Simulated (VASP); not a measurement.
# GaSb3 (I4/mmm) in VASP: notebook

Runs on GaSb3. Level: PBEsol+D3(BJ). Tasks: single point.

All numbers are computed with VASP 6.6.1; they aren't measurements. Logs are shortened: lines on timing, memory, paths and dates and some standing lists are left out, and cuts for length are marked.

## (1) The cell of the first run

The structure is tetragonal, space group I4/mmm (No. 139). Conventional cell: a = 5.206 Å, b = 5.206 Å, c = 7.172 Å, α = 90.00°, β = 90.00°, γ = 90.00°. Within 4.2 Å of Ga (site symmetry 4/mmm) lie 14 Sb at 3.16 to 3.68 Å. Sb (site symmetry -4m2) has 4 Ga at 3.16 Å and 10 Sb at 3.16 to 3.68 Å within 4.2 Å. Sb (site symmetry 4/mmm) has 8 Sb at 3.16 Å and 6 Ga at 3.59 to 3.68 Å within 4.2 Å.

## (2) Single point, PBEsol+D3(BJ)

Contents of INCAR:

```
SYSTEM = GaSb3
  ALGO = Normal
  EDIFF = 1E-6
  ENCUT = 520
  GGA = PS
  ISIF = 2
  ISMEAR = 0
  IVDW = 12
  LASPH = .True.
  LCHARG = .False.
  LREAL = .False.
  LWAVE = .False.
  NBANDS = 22
  NELM = 80
  PREC = Accurate
  SIGMA = 0.15
```

Contents of KPOINTS:

```
k-points
0
Gamma
  10 10 10
  0 0 0
```

Contents of POSCAR:

```
GaSb3
1.0
    0.0000000000      3.6815130998      3.5857729617
    3.6815130998      0.0000000000      3.5857729617
    3.6815130998      3.6815130998      0.0000000000
Ga Sb
1 3
Direct
    0.0000000000      0.0000000000      0.0000000000
    0.2500000000      0.2500000000      0.2500000000
    0.7500000000      0.7500000000      0.7500000000
    0.5000000000      0.5000000000      0.5000000000
```

Potentials or basis: VASP PAW PBE potentials, release 64 (Ga_d, Sb).

Run with:

```console
> cat potpaw_PBE.64/Ga_d/POTCAR potpaw_PBE.64/Sb/POTCAR > POTCAR
> mpirun -np 1 vasp_std > vasp.out
```

OUTCAR:

```text
SYSTEM = GaSb3
   EDIFF = 1E-6
   ENCUT = 520
   GGA = PS
   ISIF = 2
   ISMEAR = 0
   IVDW = 12
   LASPH = .True.
   LREAL = .False.
   NELM = 80
   PREC = Accurate
 IVDW          = 12

 ion  position               nearest neighbor table
   1  0.000  0.000  0.000-   3 3.16   3 3.16   3 3.16   2 3.16   3 3.16   2 3.16   2 3.16   2 3.16

   2  0.250  0.250  0.250-   1 3.16   1 3.16   1 3.16   1 3.16   4 3.16   4 3.16   4 3.16   4 3.16
                             3 3.59   3 3.59   3 3.68   3 3.68   3 3.68   3 3.68
   3  0.750  0.750  0.750-   4 3.16   4 3.16   4 3.16   1 3.16   4 3.16   1 3.16   1 3.16   1 3.16
                             2 3.59   2 3.59   2 3.68   2 3.68   2 3.68   2 3.68
   4  0.500  0.500  0.500-   2 3.16   2 3.16   2 3.16   2 3.16   3 3.16   3 3.16   3 3.16   3 3.16

  LATTYP: Found a body centered tetragonal cell.
 ALAT       =     5.2064457558
 C/A-ratio  =     1.3774360206

  Lattice vectors:

 A1 = (   0.0000000000,  -3.6815130998,  -3.5857729617)
 A2 = (   0.0000000000,   3.6815130998,  -3.5857729617)
 A3 = (   3.6815130998,   0.0000000000,   3.5857729617)

Analysis of symmetry for initial positions (statically):
=====================================================================
 Subroutine PRICEL returns:
 Original cell was already a primitive cell.

 Routine SETGRP: Setting up the symmetry group for a
 body centered tetragonal supercell.

 Subroutine GETGRP returns: Found 16 space group operations
 (whereof 16 operations were pure point group operations)
 out of a pool of 16 trial point group operations.

The static configuration has the point symmetry D_4h.

Analysis of symmetry for dynamics (positions and initial velocities):
=====================================================================
 Subroutine PRICEL returns:
 Original cell was already a primitive cell.

 Routine SETGRP: Setting up the symmetry group for a
 body centered tetragonal supercell.

 Subroutine GETGRP returns: Found 16 space group operations
 (whereof 16 operations were pure point group operations)
 out of a pool of 16 trial point group operations.

The dynamic configuration has the point symmetry D_4h.

 Subroutine INISYM returns: Found 16 space group operations
 (whereof 16 operations are pure point group operations),
 and found     1 'primitive' translations

----------------------------------------------------------------------------------------

                                     Primitive cell

  volume of cell :      97.1998

  direct lattice vectors                    reciprocal lattice vectors
     0.000000000  3.681513100  3.585772962    -0.135813723  0.135813723  0.139439949
     3.681513100  0.000000000  3.585772962     0.135813723 -0.135813723  0.139439949
     3.681513100  3.681513100  0.000000000     0.135813723  0.135813723 -0.139439949

  length of vectors
     5.139193170  5.139193170  5.206445756     0.237348339  0.237348339  0.237348339

  position of ions in fractional coordinates (direct lattice)
     0.000000000  0.000000000  0.000000000
     0.250000000  0.250000000  0.250000000
     0.750000000  0.750000000  0.750000000
     0.500000000  0.500000000  0.500000000

  ion indices of the primitive-cell ions
   primitive index   ion index
                 1           1
                 2           2
                 3           3
                 4           4

----------------------------------------------------------------------------------------

 KPOINTS: k-points

Automatic generation of k-mesh.
 Grid dimensions read from file:
 generate k-points for:   10   10   10

 Generating k-lattice:

  Cartesian coordinates                     Fractional coordinates (reciprocal lattice)
    -0.013581372  0.013581372  0.013943995     0.100000000  0.000000000  0.000000000
     0.013581372 -0.013581372  0.013943995     0.000000000  0.100000000  0.000000000
     0.013581372  0.013581372 -0.013943995     0.000000000  0.000000000  0.100000000

  Length of vectors
     0.023734834  0.023734834  0.023734834

  Shift w.r.t. Gamma in fractional coordinates (k-lattice)
     0.000000000  0.000000000  0.000000000

 Subroutine IBZKPT returns following result:
 ===========================================

 Found    102 irreducible k-points:

 Following reciprocal coordinates:
            Coordinates               Weight
  0.000000  0.000000  0.000000      1.000000
  0.100000 -0.000000  0.000000      8.000000
  0.200000 -0.000000  0.000000      8.000000
  0.300000 -0.000000  0.000000      8.000000
  0.400000 -0.000000  0.000000      8.000000
  0.500000 -0.000000  0.000000      4.000000
[... 16 lines left out ...]
  0.300000  0.300000  0.000000      2.000000
  0.400000  0.300000  0.000000      8.000000
 [... further k-points ...]
   k-points           NKPTS =    102   k-points in BZ     NKDIM =    102   number of bands    NBANDS=     22
   number of dos      NEDOS =    301   number of ions     NIONS =      4
   total plane-waves  NPLWV =  64000
   dimension x,y,z NGX =    40 NGY =   40 NGZ =   40
   dimension x,y,z NGXF=    80 NGYF=   80 NGZF=   80
   ions per type =               1   3
   NGX,Y,Z   is equivalent  to a cutoff of  12.94, 12.94, 12.77 a.u.
   NGXF,Y,Z  is equivalent  to a cutoff of  25.88, 25.88, 25.54 a.u.
 SYSTEM =  GaSb3
   PREC   = accura    normal or accurate (medium, high low for compatibility)
   ISTART =      0    job   : 0-new  1-cont  2-samecut
   ICHARG =      2    charge: 1-file 2-atom 10-const
   ISPIN  =      1    spin polarized calculation?
   LNONCOLLINEAR =      F non collinear calculations
   LSORBIT =      F    spin-orbit coupling
   LASPH  =      T    aspherical Exc in radial PAW
   ENCUT  =  520.0 eV  38.22 Ry    6.18 a.u.   9.56  9.56  9.68*2*pi/ulx,y,z
   NELM   =     80;   NELMIN=  2; NELMDL= -5     # of ELM steps
   EDIFF  = 0.1E-05   stopping-criterion for ELM
   LREAL  =      F    real-space projection
   EDIFFG = 0.1E-04   stopping-criterion for IOM
   NSW    =      0    number of steps for IOM
   IBRION =     -1    ionic relax: 0-MD 1-quasi-New 2-CG
   NFREE  =      0    steps in history (QN), initial steepest desc. (CG)
   ISIF   =      2    stress and relaxation
   ISYM   =      2    0-nonsym 1-usesym 2-fastsym
   POTIM  = 0.5000    time-step for ionic-motion
   TEBEG  =    0.0;   TEEND  =   0.0 temperature during run
   PSTRESS=    0.0 pullay stress
   NELECT =      28.0000    total number of electrons
   NUPDOWN=      -1.0000    fix difference up-down
   EMIN   =  10.00;   EMAX   =-10.00  energy-range for DOS
   EFERMI =   0.00;   METHOD = LEGACY
   ISMEAR =     0;   SIGMA  =   0.15  broadening in eV -4-tet -1-fermi 0-gaus
   EFERMI_NEDOS =   21; number of points for ismear=-14 and -15
   IALGO  =     38    algorithm
   IMIX   =      4    mixing-type and parameters
     AMIX     =   0.40;   BMIX     =  1.00
     AMIX_MAG =   1.60;   BMIX_MAG =  1.00
  volume/ion in A,a.u.               =      24.30       163.98
  Fermi-wavevector in a.u.,A,eV,Ry     =   1.081199  2.043170 15.905095  1.168992
  Thomas-Fermi vector in A             =   2.217210
   LORBIT       =      0    0 simple, 1 ext, 2 COOP (PROOUT), +10 PAW based schemes
   GGA     = PS    functional components
   LHFCALC =     F    Hartree Fock is set to
   AEXX    =    0.0000 exact exchange contribution
   IVDW    =    12    specifies the selected vdW correction
   LEPSILON=     F    determine dielectric tensor
   LRPA    =     F    only Hartree local field effects (RPA)
 non-spin polarized calculation
 Gauss-broadening in eV      SIGMA  =   0.15
  energy-cutoff  :      520.00
  volume of cell :       97.20
 maximum number of plane-waves:      2651
 NGX is ok and might be reduce to    40
   NGX = 19   NGY = 19   NGZ = 19

 number of electron      27.9999996 magnetization

 Free energy of the ion-electron system (eV)
  ---------------------------------------------------
  ext. energy  EPLUGINS =         0.00000000
  ---------------------------------------------------
  free energy    TOTEN  =       -16.40160355 eV

  energy without entropy =      -16.37874229  energy(sigma->0) =      -16.39017292

 E-fermi :   8.0824     XC(G=0): -10.5933

 val. band max:        8.0437728763   @ k =  -0.3000   0.2000   0.0000
 cond. band min:       8.0862130155   @ k =   0.3000   0.0000   0.3000
 fundamental gap:      0.0424401392
 Fermi energy:         8.0823538521

 k-point     1 :       0.0000    0.0000    0.0000
  band No.  band energies     occupation
      1      -6.6505      2.00000
      2      -6.6505      2.00000
      3      -6.6486      2.00000
      4      -6.6354      2.00000
      5      -6.6317      2.00000
      6      -4.8370      2.00000
[... 14 lines left out ...]
     21      15.3341      0.00000
     22      15.3475      0.00000

 k-point     2 :       0.1000   -0.0000    0.0000
  band No.  band energies     occupation
      1      -6.6509      2.00000
      2      -6.6502      2.00000
      3      -6.6486      2.00000
      4      -6.6355      2.00000
      5      -6.6318      2.00000
      6      -4.7549      2.00000
[... 14 lines left out ...]
     21      14.6146      0.00000
     22      15.1853      0.00000

 k-point     3 :       0.2000   -0.0000    0.0000
  band No.  band energies     occupation
      1      -6.6525      2.00000
      2      -6.6495      2.00000
      3      -6.6481      2.00000
      4      -6.6358      2.00000
      5      -6.6320      2.00000
      6      -4.5096      2.00000
[... 14 lines left out ...]
     21      13.0946      0.00000
     22      14.4563      0.00000
[... 476 lines left out ...]
 k-point    23 :       0.3000    0.3000    0.0000
  band No.  band energies     occupation
      1      -6.6570      2.00000
      2      -6.6465      2.00000
      3      -6.6465      2.00000
      4      -6.6398      2.00000
      5      -6.6308      2.00000
      6      -3.8246      2.00000
[... 14 lines left out ...]
     21      12.5286      0.00000
     22      12.5286      0.00000

 k-point    24 :       0.4000    0.3000    0.0000
  band No.  band energies     occupation
      1      -6.6583      2.00000
      2      -6.6463      2.00000
      3      -6.6457      2.00000
      4      -6.6408      2.00000
      5      -6.6307      2.00000
      6      -3.4177      2.00000
[... 14 lines left out ...]
     21      12.6284      0.00000
     22      12.9213      0.00000

 [... further k-points ...]

------------------------ aborting loop because EDIFF is reached ----------------------------------------

 Edisp (eV)   -1.86667

 E8    (eV) :    -1.2834

  FORCE on cell =-STRESS in cart. coord.  units (eV):
  Direction    XX          YY          ZZ          XY          YZ          ZX
  --------------------------------------------------------------------------------------
  -------------------------------------------------------------------------------------
  Total      -2.17757    -2.17757    -1.64348     0.00000     0.00000    -0.00000
  in kB     -35.89361   -35.89361   -27.09009     0.00000     0.00000    -0.00000
  external pressure =      -32.96 kB  Pullay stress =        0.00 kB

 VOLUME and BASIS-vectors are now :
 -----------------------------------------------------------------------------
  energy-cutoff  :      520.00
  volume of cell :       97.20
      direct lattice vectors                 reciprocal lattice vectors
     0.000000000  3.681513100  3.585772962    -0.135813723  0.135813723  0.139439949
     3.681513100  0.000000000  3.585772962     0.135813723 -0.135813723  0.139439949
     3.681513100  3.681513100  0.000000000     0.135813723  0.135813723 -0.139439949

 POSITION                                       TOTAL-FORCE (eV/Angst)
 -----------------------------------------------------------------------------------
      0.00000      0.00000      0.00000        -0.000000     -0.000000      0.000000
      1.84076      1.84076      1.79289         0.000000     -0.000000     -0.000000
      5.52227      5.52227      5.37866        -0.000000      0.000000      0.000000
      3.68151      3.68151      3.58577        -0.000000     -0.000000      0.000000
 -----------------------------------------------------------------------------------
    total drift:                               -0.000000      0.000000      0.000000

  FREE ENERGIE OF THE ION-ELECTRON SYSTEM (eV)
  ---------------------------------------------------
  free  energy   TOTEN  =       -18.2682760821 eV

  energy  without entropy=      -18.2454148259  energy(sigma->0) =      -18.25684545
```

It took 99 s on 1 thread of Intel Xeon 6975P-C (Granite Rapids), shared host; peak memory 0.38 GiB.

What came out:

```yaml
Free_energy: -18.2683 eV
Pressure: -3.3 GPa
Band_gap_on_the_k_mesh: zero (band 14 reaches 9.76 eV, above the bottom of band 15 at 5.57 eV)
Dispersion_energy_per_atom: -0.467 eV
```

Caveat: the PAW data sets were made with another functional, which shifts forces and pressure a little; spin-orbit coupling is left out, which moves the levels of the heavy elements; pairwise dispersion overbinds metals, which lowers pressure and volume.

## (3) Single point, PBEsol+D3(BJ)

This run uses another cell than the first one, of 24.93 Å³/atom, 1.026 times its volume.

Contents of INCAR:

```
PREC = Accurate
ENCUT = 520
EDIFF = 1E-6
ISMEAR = 0
SIGMA = 0.15
LREAL = F
LASPH = T
NELM = 100
ALGO = Normal
ISIF = 2
LWAVE = F
LCHARG = F
GGA = PS
IVDW = 12
NBANDS = 22
```

Contents of KPOINTS:

```
Automatic mesh
0
Gamma
  10 10 10
```

Contents of POSCAR:

```
GaSb3
1.0
    0.0000000000      3.7292038802      3.5857729617
    3.7292038802      0.0000000000      3.5857729617
    3.7292038802      3.7292038802      0.0000000000
Ga Sb
1 3
Direct
    0.0000000000      0.0000000000      0.0000000000
    0.2500000000      0.2500000000      0.2500000000
    0.7500000000      0.7500000000      0.7500000000
    0.5000000000      0.5000000000      0.5000000000
```

Potentials or basis: VASP PAW PBE potentials, release 64 (Ga_d, Sb).

Run with:

```console
> cat potpaw_PBE.64/Ga_d/POTCAR potpaw_PBE.64/Sb/POTCAR > POTCAR
> mpirun -np 1 vasp_std > vasp.out
```

OUTCAR:

```text
PREC = Accurate
   ENCUT = 520
   EDIFF = 1E-6
   ISMEAR = 0
   LREAL = F
   LASPH = T
   NELM = 100
   ISIF = 2
   GGA = PS
   IVDW = 12
 IVDW          = 12

 ion  position               nearest neighbor table
   1  0.000  0.000  0.000-   3 3.19   3 3.19   3 3.19   2 3.19   3 3.19   2 3.19   2 3.19   2 3.19

   2  0.250  0.250  0.250-   1 3.19   1 3.19   1 3.19   1 3.19   4 3.19   4 3.19   4 3.19   4 3.19
                             3 3.59   3 3.59   3 3.73   3 3.73   3 3.73   3 3.73
[... 807 lines left out ...]
  FORCE on cell =-STRESS in cart. coord.  units (eV):
  Direction    XX          YY          ZZ          XY          YZ          ZX
  --------------------------------------------------------------------------------------
  -------------------------------------------------------------------------------------
  Total      -3.06167    -3.06167    -2.53681     0.00000    -0.00000    -0.00000
  in kB     -49.18400   -49.18400   -40.75243     0.00000    -0.00000    -0.00000
  external pressure =      -46.37 kB  Pullay stress =        0.00 kB

 VOLUME and BASIS-vectors are now :
 -----------------------------------------------------------------------------
  energy-cutoff  :      520.00
  volume of cell :       99.73
      direct lattice vectors                 reciprocal lattice vectors
     0.000000000  3.729203880  3.585772962    -0.134076874  0.134076874  0.139439949
     3.729203880  0.000000000  3.585772962     0.134076874 -0.134076874  0.139439949
     3.729203880  3.729203880  0.000000000     0.134076874  0.134076874 -0.139439949

 POSITION                                       TOTAL-FORCE (eV/Angst)
 -----------------------------------------------------------------------------------
      0.00000      0.00000      0.00000         0.000000     -0.000000     -0.000000
      1.86460      1.86460      1.79289        -0.000000     -0.000000      0.000000
      5.59381      5.59381      5.37866         0.000000      0.000000      0.000000
      3.72920      3.72920      3.58577         0.000000     -0.000000      0.000000
 -----------------------------------------------------------------------------------
    total drift:                               -0.000000      0.000000      0.000000

  FREE ENERGIE OF THE ION-ELECTRON SYSTEM (eV)
  ---------------------------------------------------
  free  energy   TOTEN  =       -18.2009777885 eV

  energy  without entropy=      -18.1755437034  energy(sigma->0) =      -18.18826075
```

Wall time 91 s (1 thread of Intel Xeon 6975P-C (Granite Rapids), shared host); peak memory 0.39 GiB.

What came out:

- Free energy: -18.2010 eV
- Pressure: -4.6 GPa
- Band gap on the k mesh: zero (band 14 reaches 9.39 eV, above the bottom of band 15 at 5.34 eV)
- Dispersion energy per atom: -0.454 eV

Stress tensor (GPa, compression positive):
```
-4.92  0.00  0.00
 0.00 -4.92  0.00
 0.00  0.00 -4.08
```

Levels at points of the mesh, in eV from the Fermi level:
```tsv
k point	band 11	band 12	band 13	band 14	band 15	band 16	band 17	band 18
(0.00, 0.00, 0.00)	-2.58	-2.58	-2.53	-2.53	-2.44	-0.87	-0.87	-0.40
(0.50, 0.00, 0.00)	-3.56	-2.80	-2.64	-0.27	0.06	1.97	2.33	2.85
(0.50, 0.50, 0.00)	-5.44	0.59	0.83	1.04	1.04	1.92	1.92	2.49
(0.50, 0.00, 0.50)	-5.30	0.83	0.84	1.23	1.53	1.68	2.03	2.36
```

Caveat: the PAW data sets were made with another functional, which shifts forces and pressure a little; spin-orbit coupling is left out, which moves the levels of the heavy elements; pairwise dispersion overbinds metals, which lowers pressure and volume.
